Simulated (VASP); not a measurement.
A run of VASP 6.6.1:

Contents of INCAR:

```
PREC     = Accurate       # precision mode
ENCUT    = 600            # plane-wave cutoff, eV
EDIFF    = 1E-7           # SCF threshold, eV
ISMEAR   = -1             # smearing method
SIGMA    = 0.05           # smearing width, eV
LREAL    = F              # projectors in reciprocal space
LASPH    = T              # aspherical terms in the spheres
NELM     = 80             # most SCF steps
ALGO     = Normal         # electronic algorithm
ISIF     = 3              # what is computed and relaxed
LWAVE    = F              # write WAVECAR
LCHARG   = F              # write CHGCAR
GGA      = PE             # functional
IBRION   = 2              # ionic algorithm
NSW      = 32             # ionic steps
EDIFFG   = -0.005         # ionic threshold
PSTRESS  = 650.0
```

File KPOINTS:

```
Automatic mesh
0
Gamma
  16 16 16
```

File POSCAR:

```
La
1.0
   -1.6618573349      1.6618573349      1.6618573349
    1.6618573349     -1.6618573349      1.6618573349
    1.6618573349      1.6618573349     -1.6618573349
La
1
Direct
    0.0000000000      0.0000000000      0.0000000000
```

Potentials or basis: VASP PAW PBE potentials, release 64 (La).

Command:

```console
$ cat potpaw_PBE.64/La/POTCAR > POTCAR
$ mpirun -np 1 vasp_std > vasp.out
```

Hardware: 1 thread of Intel(R) Xeon(R) 6975P-C (Granite Rapids), on a shared host.

How long does it take, and how much memory?

Wall time 12 s on 1 thread of Intel(R) Xeon(R) 6975P-C (Granite Rapids), with other jobs on the host, peak memory 0.18 GiB. Counts: scf iterations 13, k points 145, ion steps 1.
